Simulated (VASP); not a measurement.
# HC12 in VASP: a series of runs

The runs below take HC12 through single point, with PBE+D3(BJ).

All numbers are computed with VASP 6.6.1; they aren't measurements. Logs are shortened: lines on timing, memory, paths and dates and some standing lists are left out, and cuts for length are marked.

## (1) The cell of the first run

The cell holds a slab with vacuum, 13 atoms: a = 4.931 Å, b = 4.010 Å, c = 21.601 Å, α = 90.00°, β = 90.00°, γ = 90.00°.

## (2) Single point, PBE+D3(BJ), collinear spin

INCAR reads:

```
ALGO     = Normal         # electronic algorithm
DIPOL    = 0.5 0.5 0.299
EDIFF    = 1E-7           # SCF threshold, eV
ENCUT    = 520            # plane-wave cutoff, eV
GGA      = PE             # functional
IDIPOL   = 3            
ISIF     = 2              # what is computed and relaxed
ISMEAR   = 0              # smearing method
ISPIN    = 2              # spin polarisation
IVDW     = 12             # dispersion correction
KPAR     = 4            
LASPH    = T              # aspherical terms in the spheres
LCHARG   = T              # write CHGCAR
LDIPOL   = T            
LORBIT   = 11             # projections on sites
LREAL    = F              # projectors in reciprocal space
LVACPOTAV= T            
LVHAR    = T            
LWAVE    = F              # write WAVECAR
MAGMOM   = 0 0 0 0 0 0 0 0 0 0 0 0 1 # initial moments
NBANDS   = 40             # bands
NELM     = 150            # most SCF steps
PREC     = Accurate       # precision mode
SIGMA    = 0.05           # smearing width, eV
```

KPOINTS reads:

```
k-points
0
Gamma
  6 7 1
```

POSCAR reads:

```
HC12
1.0
    4.9311586502      0.0000000000      0.0000000000
    0.0000000000      4.0098697767      0.0000000000
    0.0000000000      0.0000000000     21.6014232414
C H
12 1
Direct
    0.2500000000      0.3776970832      0.1851729840
    0.7500000000      0.3776970832      0.1851729840
    0.0000000000      0.4720802753      0.2130426460
    0.5000000000      0.4720802753      0.2130426460
    0.0000000000      0.6609562027      0.2688143161
    0.5000000000      0.6609562027      0.2688143161
    0.2500000000      0.7503681903      0.2962457608
    0.7500000000      0.7503681903      0.2962457608
    0.2500000000      0.9412921293      0.3552728042
    0.7500000000      0.9412921293      0.3552728042
    0.0000000000      0.0234303656      0.3796705036
    0.5000000000      0.0234303656      0.3796705036
    0.1666666667      0.0234303656      0.4954036186
```

Potentials or basis: VASP PAW PBE potentials, release 64 (C, H).

On the command line:

```bash
$ cat potpaw_PBE.64/C/POTCAR potpaw_PBE.64/H/POTCAR > POTCAR
$ mpirun -np 4 vasp_std > vasp.out
```

OUTCAR:

```text
EDIFF = 1E-7
   ENCUT = 520
   GGA = PE
   ISIF = 2
   ISMEAR = 0
   ISPIN = 2
   IVDW = 12
   LASPH = T
   LORBIT = 11
   LREAL = F
   NELM = 150
   PREC = Accurate
 IVDW          = 12

 ion  position               nearest neighbor table
   1  0.250  0.378  0.185-   3 1.42   4 1.42
   2  0.750  0.378  0.185-   3 1.42   4 1.42
   3  0.000  0.472  0.213-   5 1.42   2 1.42   1 1.42
   4  0.500  0.472  0.213-   6 1.42   2 1.42   1 1.42
   5  0.000  0.661  0.269-   7 1.41   8 1.41   3 1.42
   6  0.500  0.661  0.269-   7 1.41   8 1.41   4 1.42
   7  0.250  0.750  0.296-   5 1.41   6 1.41   9 1.49
   8  0.750  0.750  0.296-   5 1.41   6 1.41  10 1.49
   9  0.250  0.941  0.355-  11 1.38  12 1.38   7 1.49
  10  0.750  0.941  0.355-  11 1.38  12 1.38   8 1.49
  11  0.000  0.023  0.380-   9 1.38  10 1.38
  12  0.500  0.023  0.380-   9 1.38  10 1.38
  13  0.167  0.023  0.495-

  LATTYP: Found a simple orthorhombic cell.
 ALAT       =     4.0098697767
 B/A-ratio  =     1.2297553100
 C/A-ratio  =     5.3870635318

  Lattice vectors:

 A1 = (   0.0000000000,  -4.0098697767,   0.0000000000)
 A2 = (   4.9311586502,   0.0000000000,   0.0000000000)
 A3 = (   0.0000000000,   0.0000000000,  21.6014232414)

Analysis of symmetry for initial positions (statically):
=====================================================================
 Subroutine PRICEL returns:
 Original cell was already a primitive cell.

 Routine SETGRP: Setting up the symmetry group for a
 simple orthorhombic supercell.

 Subroutine GETGRP returns: Found  1 space group operations
 (whereof  1 operations were pure point group operations)
 out of a pool of  8 trial point group operations.

The static configuration has the point symmetry C_1 .

Analysis of symmetry for dynamics (positions and initial velocities):
=====================================================================
 Subroutine PRICEL returns:
 Original cell was already a primitive cell.

 Routine SETGRP: Setting up the symmetry group for a
 simple orthorhombic supercell.

 Subroutine GETGRP returns: Found  1 space group operations
 (whereof  1 operations were pure point group operations)
 out of a pool of  8 trial point group operations.

The dynamic configuration has the point symmetry C_1 .

Analysis of structural, dynamic, and magnetic symmetry:
=====================================================================
 Subroutine PRICEL returns:
 Original cell was already a primitive cell.

 Routine SETGRP: Setting up the symmetry group for a
 simple orthorhombic supercell.

 Subroutine GETGRP returns: Found  1 space group operations
 (whereof  1 operations were pure point group operations)
 out of a pool of  8 trial point group operations.

The overall configuration has the point symmetry C_1 .

 Subroutine INISYM returns: Found  1 space group operations
 (whereof  1 operations are pure point group operations),
 and found     1 'primitive' translations

----------------------------------------------------------------------------------------

                                     Primitive cell

  volume of cell :     427.1315

  direct lattice vectors                    reciprocal lattice vectors
     4.931158650  0.000000000  0.000000000     0.202792096  0.000000000  0.000000000
     0.000000000  4.009869777  0.000000000     0.000000000  0.249384657  0.000000000
     0.000000000  0.000000000 21.601423241     0.000000000  0.000000000  0.046293246

  length of vectors
     4.931158650  4.009869777 21.601423241     0.202792096  0.249384657  0.046293246

  position of ions in fractional coordinates (direct lattice)
     0.250000000  0.377697083  0.185172984
     0.750000000  0.377697083  0.185172984
     0.000000000  0.472080275  0.213042646
     0.500000000  0.472080275  0.213042646
     0.000000000  0.660956203  0.268814316
     0.500000000  0.660956203  0.268814316
     0.250000000  0.750368190  0.296245761
     0.750000000  0.750368190  0.296245761
[... 93 lines left out ...]
   NSW    =      0    number of steps for IOM
   IBRION =     -1    ionic relax: 0-MD 1-quasi-New 2-CG
   NFREE  =      0    steps in history (QN), initial steepest desc. (CG)
   ISIF   =      2    stress and relaxation
   ISYM   =      2    0-nonsym 1-usesym 2-fastsym
   POTIM  = 0.5000    time-step for ionic-motion
   TEBEG  =    0.0;   TEEND  =   0.0 temperature during run
   PSTRESS=    0.0 pullay stress
   NELECT =      49.0000    total number of electrons
   NUPDOWN=      -1.0000    fix difference up-down
   EMIN   =  10.00;   EMAX   =-10.00  energy-range for DOS
   EFERMI =   0.00;   METHOD = LEGACY
   ISMEAR =     0;   SIGMA  =   0.05  broadening in eV -4-tet -1-fermi 0-gaus
   EFERMI_NEDOS =   21; number of points for ismear=-14 and -15
   IALGO  =     38    algorithm
   IMIX   =      4    mixing-type and parameters
     AMIX     =   0.40;   BMIX     =  1.00
     AMIX_MAG =   1.60;   BMIX_MAG =  1.00
  volume/ion in A,a.u.               =      32.86       221.73
  Fermi-wavevector in a.u.,A,eV,Ry     =   0.795462  1.503206  8.609228  0.632760
  Thomas-Fermi vector in A             =   1.901795
   LORBIT       =     11    0 simple, 1 ext, 2 COOP (PROOUT), +10 PAW based schemes
   GGA     = PE    functional components
   LHFCALC =     F    Hartree Fock is set to
   AEXX    =    0.0000 exact exchange contribution
   IVDW    =    12    specifies the selected vdW correction
   LEPSILON=     F    determine dielectric tensor
   LRPA    =     F    only Hartree local field effects (RPA)
 spin polarized calculation
 Gauss-broadening in eV      SIGMA  =   0.05
  energy-cutoff  :      520.00
  volume of cell :      427.13
 maximum number of plane-waves:     11558
 NGX is ok and might be reduce to    40
   NGX = 19   NGY = 15   NGZ = 81

 number of electron      49.0000007 magnetization       0.0387981

 dipolmoment           0.000000      0.000000     -0.002031 electrons x Angstroem

 number of electron      49.0000007 magnetization      -0.2563691

 dipolmoment           0.000000      0.000000      0.007399 electrons x Angstroem

 Free energy of the ion-electron system (eV)
  ---------------------------------------------------
  ext. energy  EPLUGINS =         0.00000000
  ---------------------------------------------------
  free energy    TOTEN  =       -99.64983902 eV

  energy without entropy =      -99.64117556  energy(sigma->0) =      -99.64550729

 E-fermi :  -3.0256     XC(G=0):  -3.5412

 val. band max:       -3.0272762154   @ k =   0.5000   0.0000   0.0000
 cond. band min:      -3.0192802576   @ k =   0.5000   0.2857   0.0000
 fundamental gap:      0.0079959578
 Fermi energy:        -3.0255868075

 spin component 1

 k-point     1 :       0.0000    0.0000    0.0000
  band No.  band energies     occupation
      1     -21.9423      1.00000
      2     -20.1953      1.00000
      3     -17.8346      1.00000
      4     -17.8228      1.00000
      5     -17.6202      1.00000
      6     -15.9305      1.00000
[... 847 lines left out ...]
     35       4.6378      0.00000
     36       4.8447      0.00000
 Fermi energy:        -3.0255868075

 spin component 2

 k-point     1 :       0.0000    0.0000    0.0000
  band No.  band energies     occupation
      1     -22.0088      1.00000
      2     -20.3293      1.00000
      3     -17.9805      1.00000
      4     -17.8517      1.00000
      5     -17.6889      1.00000
      6     -16.1384      1.00000
[... 847 lines left out ...]
     35       4.7702      0.00000
     36       4.8868      0.00000
 [bands above 36 left out]

------------------------ aborting loop because EDIFF is reached ----------------------------------------

 Edisp (eV)   -1.32928

 E8    (eV) :    -0.3935

  FORCE on cell =-STRESS in cart. coord.  units (eV):
  Direction    XX          YY          ZZ          XY          YZ          ZX
  --------------------------------------------------------------------------------------
  -------------------------------------------------------------------------------------
  Total      -0.26187    -0.24348    -0.82438    -0.03867     0.48389    -0.43358
  in kB      -0.98226    -0.91331    -3.09226    -0.14505     1.81506    -1.62636
  external pressure =       -1.66 kB  Pullay stress =        0.00 kB

 VOLUME and BASIS-vectors are now :
 -----------------------------------------------------------------------------
  energy-cutoff  :      520.00
  volume of cell :      427.13
      direct lattice vectors                 reciprocal lattice vectors
     4.931158650  0.000000000  0.000000000     0.202792096  0.000000000  0.000000000
     0.000000000  4.009869777  0.000000000     0.000000000  0.249384657  0.000000000
     0.000000000  0.000000000 21.601423241     0.000000000  0.000000000  0.046293246

 POSITION                                       TOTAL-FORCE (eV/Angst)
 -----------------------------------------------------------------------------------
      1.23279      1.51452      4.00000         0.024247      1.143817      1.882321
      3.69837      1.51452      4.00000        -0.032134      0.928980      1.606314
      0.00000      1.89298      4.60202        -0.183618     -1.789300     -3.057440
      2.46558      1.89298      4.60202         0.191153     -1.598239     -2.761428
      0.00000      2.65035      5.80677         0.002810      0.550078      1.118463
      2.46558      2.65035      5.80677         0.064660      0.505075      1.056425
      1.23279      3.00888      6.39933        -0.126349      0.279601      0.253071
      3.69837      3.00888      6.39933         0.074898      0.259602      0.280746
      1.23279      3.77446      7.67440         0.386103     -0.197937     -0.464586
      3.69837      3.77446      7.67440        -0.420635     -0.379203     -0.665079
      0.00000      0.09395      8.20142         0.120891     -0.151360      0.554122
      2.46558      0.09395      8.20142         0.053554      0.367765      0.775117
      0.82186      0.09395     10.70142        -0.155580      0.081121     -0.578045
 -----------------------------------------------------------------------------------
    total drift:                               -0.000001     -0.000020     -0.000232

  FREE ENERGIE OF THE ION-ELECTRON SYSTEM (eV)
  ---------------------------------------------------
  free  energy   TOTEN  =      -100.9791224514 eV

  energy  without entropy=     -100.9704589882  energy(sigma->0) =     -100.97479072

 vacuum level on the upper side and lower side of the slab         2.544         2.476

 total charge

# of ion       s       p       d       tot
------------------------------------------
    1        0.888   1.541   0.000   2.430
    2        0.891   1.544   0.000   2.435
    3        0.867   1.766   0.000   2.632
    4        0.865   1.769   0.000   2.633
    5        0.873   1.781   0.000   2.654
    6        0.868   1.788   0.000   2.656
    7        0.867   1.741   0.000   2.608
    8        0.865   1.746   0.000   2.611
    9        0.869   1.783   0.000   2.652
   10        0.869   1.784   0.000   2.653
   11        0.901   1.596   0.000   2.497
   12        0.906   1.612   0.000   2.518
   13        0.362   0.000   0.000   0.362
--------------------------------------------------
tot         10.891  20.452   0.000  31.343

 magnetization (x)

# of ion       s       p       d       tot
------------------------------------------
    1       -0.072  -0.380   0.000  -0.453
    2        0.057   0.277   0.000   0.334
    3       -0.000   0.005   0.000   0.005
    4       -0.001   0.004   0.000   0.003
    5        0.000   0.001   0.000   0.001
    6       -0.002  -0.010   0.000  -0.012
    7       -0.007  -0.020   0.000  -0.027
    8       -0.007  -0.048   0.000  -0.055
    9       -0.003   0.015   0.000   0.012
   10       -0.001   0.004   0.000   0.003
   11       -0.055  -0.372   0.000  -0.428
   12        0.000  -0.021   0.000  -0.021
   13        0.341  -0.000   0.000   0.341
--------------------------------------------------
tot          0.250  -0.546   0.000  -0.296
```

Run time: 14 min. Hardware: 4 MPI ranks of Intel Xeon Platinum 8259CL at 2.50GHz (Skylake/Cascade Lake), shared host; peak memory 0.97 GiB.

What came out:

- Free energy: -100.9791 eV
- Largest force: 3.547 eV/Å
- Net moment: -0.26 μB per cell
- Site moments: C -0.45, +0.33, +0.01, +0.00, -0.01, -0.03, -0.06, -0.43, -0.02 (each value once); H +0.34 μB
- Valence electrons inside the program's atomic spheres: C 2.43, 2.44, 2.63, 2.65, 2.66, 2.61, 2.50, 2.52 (each value once); H 0.36
- Dispersion energy per atom: -0.102 eV

Forces in eV/Å, atoms in the order of the input:
```
C    0.024  1.144  1.882
C   -0.032  0.929  1.606
C   -0.184 -1.789 -3.057
C    0.191 -1.598 -2.761
C    0.003  0.550  1.118
C    0.065  0.505  1.056
C   -0.126  0.280  0.253
C    0.075  0.260  0.281
C    0.386 -0.198 -0.465
C   -0.421 -0.379 -0.665
C    0.121 -0.151  0.554
C    0.054  0.368  0.775
H   -0.156  0.081 -0.578
```

[end of part 1 of 2]
